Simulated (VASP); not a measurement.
# Li (Im-3m) in VASP: notebook

Li is run at these levels: PBEsol; tasks: relaxation of cell and atoms.

All numbers are computed with VASP 6.6.1; they aren't measurements. Logs are shortened: lines on timing, memory, paths and dates and some standing lists are left out, and cuts for length are marked.

**1. The cell of the first run**

Symmetry: Im-3m, No. 229, cubic system. The conventional cell has a = 3.431 Å, b = 3.431 Å, c = 3.431 Å, α = 90.00°, β = 90.00°, γ = 90.00°. Li (site symmetry m-3m) has 14 Li at 2.97 to 3.43 Å within 3.9 Å.

**2. Relaxation of cell and atoms, PBEsol**

INCAR

```
SYSTEM = Li
PREC = Accurate
ENCUT = 600
EDIFF = 1E-6
ISMEAR = 0
SIGMA = 0.1
LREAL = .False.
LASPH = .True.
NELM = 100
ALGO = Normal
ISIF = 3
LWAVE = .False.
LCHARG = .False.
GGA = PS
IBRION = 2
NSW = 80
EDIFFG = -0.01
```

KPOINTS

```
regular mesh
0
Gamma
  18 18 18
  0 0 0
```

POSCAR

```
Li
1.0
   -1.7154438369      1.7154438369      1.7154438369
    1.7154438369     -1.7154438369      1.7154438369
    1.7154438369      1.7154438369     -1.7154438369
Li
1
Direct
    0.0000000000      0.0000000000      0.0000000000
```

Potentials or basis: VASP PAW PBE potentials, release 64 (Li_sv).

Run with:

```bash
$ cat potpaw_PBE.64/Li_sv/POTCAR > POTCAR
$ mpirun -np 1 vasp_std > vasp.out
```

OUTCAR:

```text
SYSTEM = Li
   PREC = Accurate
   ENCUT = 600
   EDIFF = 1E-6
   ISMEAR = 0
   LREAL = .False.
   LASPH = .True.
   NELM = 100
   ISIF = 3
   GGA = PS
   IBRION = 2
   NSW = 80
   EDIFFG = -0.01

 ion  position               nearest neighbor table
   1  0.000  0.000  0.000-

  LATTYP: Found a body centered cubic cell.
 ALAT       =     3.4308876738

  Lattice vectors:

 A1 = (  -1.7154438369,   1.7154438369,   1.7154438369)
 A2 = (   1.7154438369,  -1.7154438369,   1.7154438369)
 A3 = (   1.7154438369,   1.7154438369,  -1.7154438369)

Analysis of symmetry for initial positions (statically):
=====================================================================
 Subroutine PRICEL returns:
 Original cell was already a primitive cell.

 Routine SETGRP: Setting up the symmetry group for a
 body centered cubic supercell.

 Subroutine GETGRP returns: Found 48 space group operations
 (whereof 48 operations were pure point group operations)
 out of a pool of 48 trial point group operations.

The static configuration has the point symmetry O_h .

Analysis of symmetry for dynamics (positions and initial velocities):
=====================================================================
 Subroutine PRICEL returns:
 Original cell was already a primitive cell.

 Routine SETGRP: Setting up the symmetry group for a
 body centered cubic supercell.

 Subroutine GETGRP returns: Found 48 space group operations
 (whereof 48 operations were pure point group operations)
 out of a pool of 48 trial point group operations.

The dynamic configuration has the point symmetry O_h .

 Subroutine INISYM returns: Found 48 space group operations
 (whereof 48 operations are pure point group operations),
 and found     1 'primitive' translations

----------------------------------------------------------------------------------------

                                     Primitive cell

  volume of cell :      20.1925

  direct lattice vectors                    reciprocal lattice vectors
    -1.715443837  1.715443837  1.715443837     0.000000000  0.291469758  0.291469758
[... 140 lines left out ...]
  -------------------------------------------------------------------------------------
  Total       -0.0123747     -0.0123747     -0.0123747     -0.0000000      0.0000000     -0.0000000
  in kB       -0.9818719     -0.9818719     -0.9818719     -0.0000000      0.0000000     -0.0000000
  external PRESSURE =      -0.9818719 kB  Pullay stress =       0.0000000 kB

 VOLUME and BASIS-vectors are now :
 -----------------------------------------------------------------------------
  energy-cutoff  :      600.00
  volume of cell :       20.19
      direct lattice vectors                 reciprocal lattice vectors
    -1.715443837  1.715443837  1.715443837     0.000000000  0.291469758  0.291469758
     1.715443837 -1.715443837  1.715443837     0.291469758  0.000000000  0.291469758
     1.715443837  1.715443837 -1.715443837     0.291469758  0.291469758  0.000000000

 POSITION                                       TOTAL-FORCE (eV/Angst)
 -----------------------------------------------------------------------------------
      0.00000      0.00000      0.00000         0.000000     -0.000000      0.000000
 -----------------------------------------------------------------------------------
    total drift:                                0.000000      0.000000     -0.000000

  FREE ENERGIE OF THE ION-ELECTRON SYSTEM (eV)
  ---------------------------------------------------
  free  energy   TOTEN  =        -1.9677577935 eV

  energy  without entropy=       -1.9652293926  energy(sigma->0) =       -1.96649359

--------------------------------------- Ionic step        2  -------------------------------------------

 number of electron       3.0000002 magnetization

 Free energy of the ion-electron system (eV)
  ---------------------------------------------------
  ext. energy  EPLUGINS =         0.00000000
  ---------------------------------------------------
  free energy    TOTEN  =        -1.96777649 eV

  energy without entropy =       -1.96524862  energy(sigma->0) =       -1.96651256

 E-fermi :   0.6488     XC(G=0):  -7.0320

 val. band max:        0.6209402220   @ k =   0.2778   0.2222  -0.0000
 cond. band min:       0.6731004670   @ k =   0.3333   0.1667   0.0000
 fundamental gap:      0.0521602450
 Fermi energy:         0.6487952025

 k-point     1 :       0.0000    0.0000    0.0000
  band No.  band energies     occupation
      1     -45.2577      2.00000
      2      -2.9214      2.00000
      3      15.3297      0.00000
      4      15.3297      0.00000
      5      15.3297      0.00000
[... 177 lines left out ...]
 k-point    24 :       0.3889    0.1111    0.0000
  band No.  band energies     occupation
      1     -45.2367      2.00000
      2       0.7606      0.11392
      3       4.4515      0.00000
      4       9.8907      0.00000
      5      11.6535      0.00000

 [... further k-points ...]

------------------------ aborting loop because EDIFF is reached ----------------------------------------

  FORCE on cell =-STRESS in cart. coord.  units (eV):
  Direction    XX          YY          ZZ          XY          YZ          ZX
  --------------------------------------------------------------------------------------
  -------------------------------------------------------------------------------------
  Total       -0.0086788     -0.0086788     -0.0086788     -0.0000000      0.0000000      0.0000000
  in kB       -0.6898549     -0.6898549     -0.6898549     -0.0000000      0.0000000      0.0000000
  external PRESSURE =      -0.6898549 kB  Pullay stress =       0.0000000 kB

 VOLUME and BASIS-vectors are now :
 -----------------------------------------------------------------------------
  energy-cutoff  :      600.00
  volume of cell :       20.16
      direct lattice vectors                 reciprocal lattice vectors
    -1.714419739  1.714419739  1.714419739     0.000000000  0.291643866  0.291643866
     1.714419739 -1.714419739  1.714419739     0.291643866  0.000000000  0.291643866
     1.714419739  1.714419739 -1.714419739     0.291643866  0.291643866  0.000000000

 POSITION                                       TOTAL-FORCE (eV/Angst)
 -----------------------------------------------------------------------------------
      1.71442      1.71442     -1.71442        -0.000000      0.000000     -0.000000
 -----------------------------------------------------------------------------------
    total drift:                                0.000000      0.000000     -0.000000

  FREE ENERGIE OF THE ION-ELECTRON SYSTEM (eV)
  ---------------------------------------------------
  free  energy   TOTEN  =        -1.9677764929 eV

  energy  without entropy=       -1.9652486243  energy(sigma->0) =       -1.96651256

 reached required accuracy - stopping structural energy minimisation
```

OSZICAR:

```text
N       E                     dE             d eps       ncg     rms          rms(c)
DAV:   1     0.676866753774E+00    0.67687E+00   -0.75106E+02  1960   0.447E+02
DAV:   2    -0.184441278603E+01   -0.25213E+01   -0.23899E+01  2720   0.616E+01
DAV:   3    -0.196581603393E+01   -0.12140E+00   -0.12073E+00  2500   0.102E+01
DAV:   4    -0.197004916159E+01   -0.42331E-02   -0.42315E-02  2580   0.162E+00
DAV:   5    -0.197012040447E+01   -0.71243E-04   -0.71243E-04  2485   0.141E-01    0.346E-01
DAV:   6    -0.196844227731E+01    0.16781E-02   -0.56367E-04  2685   0.178E-01    0.195E-01
DAV:   7    -0.196773015709E+01    0.71212E-03   -0.17038E-03  2725   0.308E-01    0.321E-02
DAV:   8    -0.196775979652E+01   -0.29639E-04   -0.30223E-04  2145   0.174E-01    0.451E-03
DAV:   9    -0.196775857413E+01    0.12224E-05   -0.77937E-06  2475   0.326E-02    0.888E-04
DAV:  10    -0.196775779347E+01    0.78066E-06   -0.97989E-07  1730   0.817E-03
   1 F= -.19677578E+01 E0= -.19664936E+01  d E =-.196776E+01
       N       E                     dE             d eps       ncg     rms          rms(c)
DAV:   1    -0.196778219786E+01   -0.23624E-04   -0.22735E-04  2680   0.160E-01    0.317E-02
DAV:   2    -0.196777970988E+01    0.24880E-05   -0.33637E-05  2450   0.531E-02    0.213E-02
DAV:   3    -0.196777713240E+01    0.25775E-05   -0.99836E-06  3530   0.225E-02    0.735E-03
DAV:   4    -0.196777649288E+01    0.63952E-06   -0.73553E-07  1220   0.975E-03
   2 F= -.19677765E+01 E0= -.19665126E+01  d E =-.186994E-04
```

Run time: 11 s. Hardware: 1 thread of Intel Xeon 8259CL, shared host; peak memory 0.14 GiB.

What came out:

```
Free energy                           : -1.9678 eV
Relaxed volume                        : 20.16 Å³/atom
Relaxed cell                          : a = 2.969 Å, b = 2.969 Å, c = 2.969 Å, α = 109.47°, β = 109.47°, γ = 109.47°
Space group after relaxing (to 0.1 Å) : Im-3m (No. 229)
Energy gained by relaxing             : 0.0 meV/atom
Ionic steps                           : 2
Pressure after relaxing               : -0.1 GPa
Band gap on the k mesh                : zero (an odd number of electrons rules out a gap without spin polarisation)
```

Final structure:
```
Li
1.0
    -1.71442    1.71442    1.71442
     1.71442   -1.71442    1.71442
     1.71442    1.71442   -1.71442
Li
1
Direct
  0.00000 0.00000 0.00000
```

Caveat: the cutoff is under 1.25 times the usual one of these potentials, so pressure, stress and relaxed cells hold a basis-set (Pulay) error; the PAW data sets were made with another functional, which shifts forces and pressure a little.

**3. Relaxation of cell and atoms, PBEsol**

This run uses another cell than the first one, of 27.94 Å³/atom.

INCAR

```
ALGO = Fast
EDIFF = 1E-7
EDIFFG = -0.01
ENCUT = 600
GGA = PS
IBRION = 2
ISIF = 3
ISMEAR = 0
LASPH = True
LCHARG = False
LREAL = False
LWAVE = False
NELM = 60
NSW = 80
PREC = Accurate
SIGMA = 0.1
```

KPOINTS

```
k-points
0
Gamma
  16 16 16
```

POSCAR

```
Li
1.0
   -1.9115670474      1.9115670474      1.9115670474
    1.9115670474     -1.9115670474      1.9115670474
    1.9115670474      1.9115670474     -1.9115670474
Li
1
Direct
    0.0000000000      0.0000000000      0.0000000000
```

Potentials or basis: VASP PAW PBE potentials, release 64 (Li_sv).

Run with:

```bash
$ cat potpaw_PBE.64/Li_sv/POTCAR > POTCAR
$ mpirun -np 1 vasp_std > vasp.out
```

OUTCAR:

```text
EDIFF = 1E-7
   EDIFFG = -0.01
   ENCUT = 600
   GGA = PS
   IBRION = 2
   ISIF = 3
   ISMEAR = 0
   LASPH = True
   LREAL = False
   NELM = 60
   NSW = 80
   PREC = Accurate

 ion  position               nearest neighbor table
   1  0.000  0.000  0.000-

  LATTYP: Found a body centered cubic cell.
 ALAT       =     3.8231340948

  Lattice vectors:

 A1 = (  -1.9115670474,   1.9115670474,   1.9115670474)
 A2 = (   1.9115670474,  -1.9115670474,   1.9115670474)
 A3 = (   1.9115670474,   1.9115670474,  -1.9115670474)

Analysis of symmetry for initial positions (statically):
=====================================================================
 Subroutine PRICEL returns:
 Original cell was already a primitive cell.

 Routine SETGRP: Setting up the symmetry group for a
 body centered cubic supercell.

 Subroutine GETGRP returns: Found 48 space group operations
 (whereof 48 operations were pure point group operations)
[... 204 lines left out ...]
 cond. band min:      -0.0024777398   @ k =   0.3125   0.1875   0.0000
 fundamental gap:      0.0396983706
 Fermi energy:        -0.0093089907

 k-point     1 :       0.0000    0.0000    0.0000
  band No.  band energies     occupation
      1     -46.3650      2.00000
      2      -3.2177      2.00000
      3      12.2273      0.00000
      4      12.2273      0.00000
      5      12.2273      0.00000
[... 323 lines left out ...]
--------------------------------------- Ionic step        6  -------------------------------------------

 number of electron       3.0000003 magnetization

 Free energy of the ion-electron system (eV)
  ---------------------------------------------------
  ext. energy  EPLUGINS =         0.00000000
  ---------------------------------------------------
  free energy    TOTEN  =        -1.97563166 eV

  energy without entropy =       -1.97275072  energy(sigma->0) =       -1.97419119

 E-fermi :   0.6457     XC(G=0):  -7.0429

 val. band max:        0.6241229246   @ k =   0.2500   0.2500   0.0000
 cond. band min:       0.6583594640   @ k =   0.3125   0.1875   0.0000
 fundamental gap:      0.0342365394
 Fermi energy:         0.6456560579

 k-point     1 :       0.0000    0.0000    0.0000
  band No.  band energies     occupation
      1     -45.2314      2.00000
      2      -2.9260      2.00000
      3      15.3918      0.00000
      4      15.3918      0.00000
      5      15.3918      0.00000
[... 212 lines left out ...]
  FREE ENERGIE OF THE ION-ELECTRON SYSTEM (eV)
  ---------------------------------------------------
  free  energy   TOTEN  =        -1.9756316650 eV

  energy  without entropy=       -1.9727507179  energy(sigma->0) =       -1.97419119

 reached required accuracy - stopping structural energy minimisation
```

CONTCAR:

```text
Li
   1.00000000000000
    -1.7117867618428821    1.7117867618428821    1.7117867618428821
     1.7117867618428821   -1.7117867618428821    1.7117867618428821
     1.7117867618428821    1.7117867618428821   -1.7117867618428821
  Li
     1
Direct
     0.0000000000000000    1.0000000000000000    0.0000000000000000

  0.00000000E+00  0.00000000E+00  0.00000000E+00
```

Run time: 3.1 min. Hardware: 1 thread of Intel Xeon 8259CL, shared host; peak memory 0.17 GiB.

What came out:

* Free energy: -1.9756 eV
* Relaxed volume: 20.06 Å³/atom
* Relaxed cell: a = 2.965 Å, b = 2.965 Å, c = 2.965 Å, α = 109.47°, β = 109.47°, γ = 109.47°
* Space group after relaxing (to 0.1 Å): Im-3m (No. 229)
* Energy gained by relaxing: 84.5 meV/atom
* Ionic steps: 6
* Pressure after relaxing: 0.0 GPa
* Band gap on the k mesh: zero (an odd number of electrons rules out a gap without spin polarisation)

Step by step:
```tsv
step	energy change (eV)	largest force (eV/Å)	pressure (GPa)	volume (Å³)
1	0.0000	0.0000	-2.68	27.94
2	-0.0294	0.0000	-2.41	26.09
3	-0.0747	0.0000	-1.29	22.32
4	-0.0299	0.0000	4.95	15.90
5	-0.0842	0.0000	-0.27	20.46
6	-0.0845	0.0000	0.00	20.06
```

Final structure:
```
CELL_PARAMETERS angstrom
-1.71179 1.71179 1.71179
1.71179 -1.71179 1.71179
1.71179 1.71179 -1.71179
ATOMIC_POSITIONS crystal
Li 0.00000 0.00000 0.00000
```

Levels at points of the mesh, in eV from the Fermi level:
| k point | band 1 | band 2 | band 3 | band 4 |
| --- | --- | --- | --- | --- |
| (0.00, 0.00, 0.00) | -45.88 | -3.57 | 14.75 | 14.75 |
| (0.50, 0.00, 0.00) | -45.86 | 0.25 | 3.30 | 10.46 |
| (0.50, 0.50, 0.50) | -45.84 | 5.57 | 5.57 | 5.57 |

Caveat: the cutoff is under 1.25 times the usual one of these potentials, so pressure, stress and relaxed cells hold a basis-set (Pulay) error; the volume moved by over 15 % at a fixed basis, so the end points are rough; the PAW data sets were made with another functional, which shifts forces and pressure a little.
